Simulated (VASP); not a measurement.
# C (Fd-3m) in VASP: further runs

Runs on C. Level: LDA. Tasks: single point, relaxation of cell and atoms.

Program: VASP 6.6.1. These are calculated values, not measurements. Logs are shortened: lines on timing, memory, paths and dates and some standing lists are left out, and cuts for length are marked.

## 1. The cell of the first run

Symmetry: Fd-3m, No. 227, cubic system. Conventional cell: a = 3.454 Å, b = 3.454 Å, c = 3.454 Å, α = 90.00°, β = 90.00°, γ = 90.00°. Within 2.0 Å of C (site symmetry -43m) lie 4 C at 1.50 Å.

## 2. Single point, LDA

INCAR reads:

```
ALGO = Normal ; EDIFF = 1E-6
ENCUT = 600 ; GGA = CA
GGA_COMPAT = False ; ISIF = 2
ISMEAR = 0 ; LASPH = True
LCHARG = False ; LREAL = False
LWAVE = False ; NBANDS = 11
NELM = 120 ; PREC = Accurate
SIGMA = 0.01
```

KPOINTS reads:

```
k-points
0
Gamma
  12 12 12
```

POSCAR reads:

```
C
1.0
    0.0000000000      1.7272103675      1.7272103675
    1.7272103675      0.0000000000      1.7272103675
    1.7272103675      1.7272103675      0.0000000000
C
2
Direct
    0.5000000000      0.5000000000      0.5000000000
    0.7500000000      0.7500000000      0.7500000000
```

Potentials or basis: VASP PAW LDA potentials, release 64 (C).

Run with:

```bash
cat potpaw_LDA.64/C/POTCAR > POTCAR
mpirun -np 1 vasp_std > vasp.out
```

OUTCAR:

```text
EDIFF = 1E-6
   ENCUT = 600
   GGA = CA
   ISIF = 2
   ISMEAR = 0
   LASPH = True
   LREAL = False
   NELM = 120
   PREC = Accurate

 ion  position               nearest neighbor table
   1  0.500  0.500  0.500-   2 1.50   2 1.50   2 1.50   2 1.50
   2  0.750  0.750  0.750-   1 1.50   1 1.50   1 1.50   1 1.50

  LATTYP: Found a face centered cubic cell.
 ALAT       =     3.4544207350

  Lattice vectors:

 A1 = (   0.0000000000,   1.7272103675,   1.7272103675)
 A2 = (   1.7272103675,   0.0000000000,   1.7272103675)
 A3 = (   1.7272103675,   1.7272103675,   0.0000000000)

Analysis of symmetry for initial positions (statically):
=====================================================================
 Subroutine PRICEL returns:
 Original cell was already a primitive cell.

 Routine SETGRP: Setting up the symmetry group for a
 face centered cubic supercell.

 Subroutine GETGRP returns: Found 48 space group operations
 (whereof 24 operations were pure point group operations)
 out of a pool of 48 trial point group operations.

The static configuration has the point symmetry T_d .
 The point group associated with its full space group is O_h .

Analysis of symmetry for dynamics (positions and initial velocities):
=====================================================================
 Subroutine PRICEL returns:
 Original cell was already a primitive cell.

 Routine SETGRP: Setting up the symmetry group for a
 face centered cubic supercell.

 Subroutine GETGRP returns: Found 48 space group operations
 (whereof 24 operations were pure point group operations)
 out of a pool of 48 trial point group operations.

The dynamic configuration has the point symmetry T_d .
 The point group associated with its full space group is O_h .

 Subroutine INISYM returns: Found 48 space group operations
 (whereof 24 operations are pure point group operations),
 and found     1 'primitive' translations

----------------------------------------------------------------------------------------

                                     Primitive cell

  volume of cell :      10.3054

  direct lattice vectors                    reciprocal lattice vectors
     0.000000000  1.727210367  1.727210367    -0.289484135  0.289484135  0.289484135
     1.727210367  0.000000000  1.727210367     0.289484135 -0.289484135  0.289484135
     1.727210367  1.727210367  0.000000000     0.289484135  0.289484135 -0.289484135

  length of vectors
     2.442644327  2.442644327  2.442644327     0.501401231  0.501401231  0.501401231

  position of ions in fractional coordinates (direct lattice)
     0.500000000  0.500000000  0.500000000
     0.750000000  0.750000000  0.750000000

  ion indices of the primitive-cell ions
   primitive index   ion index
                 1           1
                 2           2

----------------------------------------------------------------------------------------

 KPOINTS: k-points

Automatic generation of k-mesh.
 Grid dimensions read from file:
 generate k-points for:   12   12   12

 Generating k-lattice:

  Cartesian coordinates                     Fractional coordinates (reciprocal lattice)
    -0.024123678  0.024123678  0.024123678     0.083333333  0.000000000  0.000000000
     0.024123678 -0.024123678  0.024123678     0.000000000  0.083333333  0.000000000
     0.024123678  0.024123678 -0.024123678     0.000000000  0.000000000  0.083333333

  Length of vectors
     0.041783436  0.041783436  0.041783436

  Shift w.r.t. Gamma in fractional coordinates (k-lattice)
     0.000000000  0.000000000  0.000000000

 Subroutine IBZKPT returns following result:
 ===========================================

 Found     72 irreducible k-points:

 Following reciprocal coordinates:
            Coordinates               Weight
  0.000000  0.000000  0.000000      1.000000
  0.083333  0.000000  0.000000      8.000000
  0.166667  0.000000  0.000000      8.000000
  0.250000  0.000000  0.000000      8.000000
  0.333333  0.000000  0.000000      8.000000
  0.416667  0.000000  0.000000      8.000000
[... 16 lines left out ...]
  0.500000  0.166667  0.000000     24.000000
 -0.416667  0.166667  0.000000     24.000000
 [... further k-points ...]
   k-points           NKPTS =     72   k-points in BZ     NKDIM =     72   number of bands    NBANDS=     11
   number of dos      NEDOS =    301   number of ions     NIONS =      2
   total plane-waves  NPLWV =   8000
   dimension x,y,z NGX =    20 NGY =   20 NGZ =   20
   dimension x,y,z NGXF=    40 NGYF=   40 NGZF=   40
   ions per type =               2
   NGX,Y,Z   is equivalent  to a cutoff of  13.61, 13.61, 13.61 a.u.
   NGXF,Y,Z  is equivalent  to a cutoff of  27.22, 27.22, 27.22 a.u.
 SYSTEM =  unknown system
   PREC   = accura    normal or accurate (medium, high low for compatibility)
   ISTART =      0    job   : 0-new  1-cont  2-samecut
   ICHARG =      2    charge: 1-file 2-atom 10-const
   ISPIN  =      1    spin polarized calculation?
   LNONCOLLINEAR =      F non collinear calculations
   LSORBIT =      F    spin-orbit coupling
   LASPH  =      T    aspherical Exc in radial PAW
   ENCUT  =  600.0 eV  44.10 Ry    6.64 a.u.   4.88  4.88  4.88*2*pi/ulx,y,z
   NELM   =    120;   NELMIN=  2; NELMDL= -5     # of ELM steps
   EDIFF  = 0.1E-05   stopping-criterion for ELM
   LREAL  =      F    real-space projection
   EDIFFG = 0.1E-04   stopping-criterion for IOM
   NSW    =      0    number of steps for IOM
   IBRION =     -1    ionic relax: 0-MD 1-quasi-New 2-CG
   NFREE  =      0    steps in history (QN), initial steepest desc. (CG)
   ISIF   =      2    stress and relaxation
   ISYM   =      2    0-nonsym 1-usesym 2-fastsym
   POTIM  = 0.5000    time-step for ionic-motion
   TEBEG  =    0.0;   TEEND  =   0.0 temperature during run
   PSTRESS=    0.0 pullay stress
   NELECT =       8.0000    total number of electrons
   NUPDOWN=      -1.0000    fix difference up-down
   EMIN   =  10.00;   EMAX   =-10.00  energy-range for DOS
   EFERMI =   0.00;   METHOD = LEGACY
   ISMEAR =     0;   SIGMA  =   0.01  broadening in eV -4-tet -1-fermi 0-gaus
   EFERMI_NEDOS =   21; number of points for ismear=-14 and -15
   IALGO  =     38    algorithm
   IMIX   =      4    mixing-type and parameters
     AMIX     =   0.40;   BMIX     =  1.00
     AMIX_MAG =   1.60;   BMIX_MAG =  1.00
  volume/ion in A,a.u.               =       5.15        34.77
  Fermi-wavevector in a.u.,A,eV,Ry     =   1.504583  2.843250 30.800476  2.263771
  Thomas-Fermi vector in A             =   2.615544
   LORBIT       =      0    0 simple, 1 ext, 2 COOP (PROOUT), +10 PAW based schemes
   GGA     = CA    functional components
   LHFCALC =     F    Hartree Fock is set to
   AEXX    =    0.0000 exact exchange contribution
   IVDW    =     0    specifies the selected vdW correction
   LEPSILON=     F    determine dielectric tensor
   LRPA    =     F    only Hartree local field effects (RPA)
 non-spin polarized calculation
 Gauss-broadening in eV      SIGMA  =   0.01
  energy-cutoff  :      600.00
  volume of cell :       10.31
 maximum number of plane-waves:       360
   NGX =  9   NGY =  9   NGZ =  9

 number of electron       8.0000000 magnetization

 Free energy of the ion-electron system (eV)
  ---------------------------------------------------
  ext. energy  EPLUGINS =         0.00000000
  ---------------------------------------------------
  free energy    TOTEN  =       -20.17017527 eV

  energy without entropy =      -20.17017527  energy(sigma->0) =      -20.17017527

 E-fermi :  11.3781     XC(G=0): -13.9696

 val. band max:       11.1773907728   @ k =   0.0000   0.0000   0.0000
 cond. band min:      15.5458978627   @ k =   0.3333   0.3333   0.0000
 fundamental gap:      4.3685070899
 Fermi energy:        11.3781339194

 k-point     1 :       0.0000    0.0000    0.0000
  band No.  band energies     occupation
      1     -11.4624      2.00000
      2      11.1774      2.00000
      3      11.1774      2.00000
      4      11.1774      2.00000
      5      16.9918      0.00000
      6      16.9918      0.00000
      7      16.9918      0.00000
      8      26.9907      0.00000
      9      31.4923      0.00000
     10      38.9111      0.00000
     11      38.9111      0.00000

 k-point     2 :       0.0833    0.0000    0.0000
  band No.  band energies     occupation
      1     -11.2578      2.00000
      2       9.8650      2.00000
      3      10.8196      2.00000
      4      10.8196      2.00000
      5      17.4592      0.00000
      6      17.4592      0.00000
      7      17.8286      0.00000
      8      27.0382      0.00000
      9      31.8086      0.00000
     10      36.4554      0.00000
     11      36.4554      0.00000

 k-point     3 :       0.1667    0.0000    0.0000
  band No.  band energies     occupation
      1     -10.6456      2.00000
      2       7.1784      2.00000
      3      10.0515      2.00000
      4      10.0515      2.00000
      5      18.4602      0.00000
      6      18.4602      0.00000
      7      19.1881      0.00000
      8      27.1672      0.00000
      9      32.4704      0.00000
     10      34.7320      0.00000
     11      34.7320      0.00000

 k-point     4 :       0.2500    0.0000    0.0000
  band No.  band energies     occupation
      1      -9.6327      2.00000
      2       4.1719      2.00000
      3       9.2673      2.00000
      4       9.2673      2.00000
      5      19.3645      0.00000
      6      19.3645      0.00000
      7      20.2710      0.00000
      8      27.3268      0.00000
      9      32.9508      0.00000
     10      34.3137      0.00000
     11      34.3137      0.00000
[... 239 lines left out ...]
 k-point    22 :       0.4167    0.1667    0.0000
  band No.  band energies     occupation
      1      -6.9917      2.00000
      2       0.8040      2.00000
      3       6.6627      2.00000
      4       6.7374      2.00000
      5      18.1631      0.00000
      6      22.8158      0.00000
      7      23.3926      0.00000
      8      24.6596      0.00000
      9      33.1858      0.00000
     10      35.2749      0.00000
     11      39.8424      0.00000

 k-point    23 :       0.5000    0.1667    0.0000
  band No.  band energies     occupation
      1      -5.2204      2.00000
      2      -1.6652      2.00000
      3       5.8755      2.00000
      4       6.8396      2.00000
      5      18.5683      0.00000
      6      22.4882      0.00000
      7      23.7313      0.00000
      8      26.2962      0.00000
      9      32.2225      0.00000
     10      36.6237      0.00000
     11      38.9970      0.00000

 k-point    24 :      -0.4167    0.1667    0.0000
  band No.  band energies     occupation
      1      -4.6865      2.00000
      2      -2.2916      2.00000
      3       5.3363      2.00000
      4       7.2582      2.00000
      5      19.0340      0.00000
      6      21.9543      0.00000
      7      23.7414      0.00000
      8      27.5866      0.00000
      9      31.5109      0.00000
     10      36.3525      0.00000
     11      37.3394      0.00000

 [... further k-points ...]
[... 5 lines left out ...]
  --------------------------------------------------------------------------------------
  -------------------------------------------------------------------------------------
  Total        2.3210764      2.3210764      2.3210764     -0.0000000      0.0000000      0.0000000
  in kB      360.8563244    360.8563244    360.8563244     -0.0000000      0.0000000      0.0000000
  external PRESSURE =     360.8563244 kB  Pullay stress =       0.0000000 kB

 VOLUME and BASIS-vectors are now :
 -----------------------------------------------------------------------------
  energy-cutoff  :      600.00
  volume of cell :       10.31
      direct lattice vectors                 reciprocal lattice vectors
     0.000000000  1.727210367  1.727210367    -0.289484135  0.289484135  0.289484135
     1.727210367  0.000000000  1.727210367     0.289484135 -0.289484135  0.289484135
     1.727210367  1.727210367  0.000000000     0.289484135  0.289484135 -0.289484135

 POSITION                                       TOTAL-FORCE (eV/Angst)
 -----------------------------------------------------------------------------------
      1.72721      1.72721      1.72721        -0.000000     -0.000000      0.000000
      2.59082      2.59082      2.59082         0.000000      0.000000     -0.000000
 -----------------------------------------------------------------------------------
    total drift:                                0.000000     -0.000000      0.000000

  FREE ENERGIE OF THE ION-ELECTRON SYSTEM (eV)
  ---------------------------------------------------
  free  energy   TOTEN  =       -20.1701752726 eV

  energy  without entropy=      -20.1701752726  energy(sigma->0) =      -20.17017527
```

Wall time 5.6 s (1 thread of AMD EPYC 7R13 (Zen 3), shared host); peak memory 0.08 GiB.

What came out:

```yaml
Free_energy: -20.1702 eV
Pressure: 36.1 GPa
Band_gap_on_the_k_mesh: 4.37 eV (least direct gap 5.81 eV)
```

Levels at points of the mesh, in eV from the valence-band top:
| k point | band 1 | band 2 | band 3 | band 4 | band 5 | band 6 | band 7 | band 8 |
| --- | --- | --- | --- | --- | --- | --- | --- | --- |
| (0.00, 0.00, 0.00) | -22.64 | 0.00 | 0.00 | 0.00 | 5.81 | 5.81 | 5.81 | 15.81 |
| (0.50, 0.00, 0.00) | -16.22 | -14.47 | -3.04 | -3.04 | 8.79 | 8.79 | 10.37 | 16.27 |
| (0.50, 0.50, 0.00) | -13.31 | -13.31 | -6.89 | -6.89 | 4.92 | 4.92 | 18.13 | 18.13 |

Caveat: the cell stands under pressure. A k mesh can miss the band edges.

## 3. Single point, LDA

INCAR reads:

```
SYSTEM = C
ALGO = Normal ; EDIFF = 1E-6
ENCUT = 600 ; GGA_COMPAT = .FALSE.
ISIF = 2 ; ISMEAR = -4
LASPH = .TRUE. ; LCHARG = .TRUE.
LELF = .TRUE. ; LREAL = .FALSE.
LVHAR = .TRUE. ; LWAVE = .FALSE.
NBANDS = 11 ; NELM = 120
PREC = Accurate ; SIGMA = 0.05
```

KPOINTS reads:

```
k-points
0
G
  12 12 12
  0 0 0
```

POSCAR is that of step 2.

Potentials or basis: VASP PAW LDA potentials, release 64 (C).

Run with:

```bash
cat potpaw_LDA.64/C/POTCAR > POTCAR
mpirun -np 1 vasp_std > vasp.out
```

It took 6.2 s on 1 thread of AMD EPYC 7R13 (Zen 3), shared host; peak memory 0.08 GiB.

The run converged. Its results:

```
Free energy            : -20.1702 eV
Pressure               : 36.1 GPa
Band gap on the k mesh : 4.37 eV (least direct gap 5.81 eV)
```

Levels at points of the mesh, in eV from the valence-band top:
| k point | band 1 | band 2 | band 3 | band 4 | band 5 | band 6 | band 7 | band 8 |
| --- | --- | --- | --- | --- | --- | --- | --- | --- |
| (0.00, 0.00, 0.00) | -22.64 | 0.00 | 0.00 | 0.00 | 5.81 | 5.81 | 5.81 | 15.81 |
| (0.50, 0.00, 0.00) | -16.22 | -14.47 | -3.04 | -3.04 | 8.79 | 8.79 | 10.37 | 16.27 |
| (0.50, 0.50, 0.00) | -13.31 | -13.31 | -6.89 | -6.89 | 4.92 | 4.92 | 18.13 | 18.13 |

Caveat: the cell stands under pressure.

## 4. Relaxation of cell and atoms, LDA, target pressure 35 GPa, at which the enthalpy is minimised

This run uses another cell than the first one, of 5.31 Å³/atom.

INCAR reads:

```
SYSTEM = C
ALGO = Normal ; EDIFF = 1E-7
EDIFFG = -0.001 ; ENCUT = 600
GGA = CA ; GGA_COMPAT = .False.
IBRION = 2 ; ISIF = 3
ISMEAR = 0 ; LASPH = .True.
LCHARG = .False. ; LREAL = .False.
LWAVE = .False. ; NELM = 120
NELMIN = 4 ; NSW = 80
PREC = Accurate ; PSTRESS = 350.0
SIGMA = 0.01
```

KPOINTS reads:

```
k-points
0
Gamma
  12 12 12
  0 0 0
```

POSCAR reads:

```
C
1.0
    0.0000000000      1.7447528145      1.7447528145
    1.7447528145      0.0000000000      1.7447528145
    1.7447528145      1.7447528145      0.0000000000
C
2
Direct
    0.5000000000      0.5000000000      0.5000000000
    0.7500000000      0.7500000000      0.7500000000
```

Run with:

```bash
cat potpaw_LDA.64/C/POTCAR > POTCAR
mpirun -np 1 vasp_std > vasp.out
```

Run time: 13 s. Hardware: 1 thread of AMD EPYC 7R13 (Zen 3), shared host; peak memory 0.08 GiB.

The run converged. Its results:

| Property | Result |
| --- | --- |
| Free energy | -20.1761 eV |
| Relaxed volume | 5.16 Å³/atom |
| Relaxed cell | a = 2.444 Å, b = 2.444 Å, c = 2.444 Å, α = 60.00°, β = 60.00°, γ = 60.00° |
| Space group after relaxing (to 0.1 Å) | Fd-3m (No. 227) |
| Energy change on relaxing (the run minimises the enthalpy) | +25.1 meV/atom |
| Ionic steps | 6 |
| Pressure after relaxing | 35.0 GPa |
| Band gap on the k mesh | 4.36 eV (least direct gap 5.81 eV) |

Step by step:
```
step  energy change (eV)  largest force (eV/Å)  pressure (GPa)  volume (Å³)
   1              0.0000                0.0000           18.98        10.62
   2              0.2055                0.0000           66.47         9.83
   3              0.0492                0.0000           34.75        10.33
   4              0.0505                0.0000           35.08        10.32
   5              0.0497                0.0000           34.89        10.32
   6              0.0502                0.0000           35.00        10.32
```

Final structure:
```xyz
2
Lattice="0.0000 1.7282 1.7282 1.7282 0.0000 1.7282 1.7282 1.7282 0.0000" Properties=species:S:1:pos:R:3 pbc="T T T"
C     1.7282    1.7282    1.7282
C     2.5923    2.5923    2.5923
```

Levels at points of the mesh, in eV from the valence-band top:
```tsv
k point	band 2	band 3	band 4	band 5	band 6	band 7
(0.00, 0.00, 0.00)	0.00	0.00	0.00	5.81	5.81	5.81
(0.50, 0.00, 0.00)	-14.45	-3.04	-3.04	8.78	8.78	10.34
(0.50, 0.50, 0.00)	-13.30	-6.88	-6.88	4.92	4.92	18.10
```

Caveat: the cell is relaxed towards a set pressure, so the run minimises the enthalpy, not the energy. LDA usually gives volumes a few per cent too small.

(Continued in part 2 of 2.)
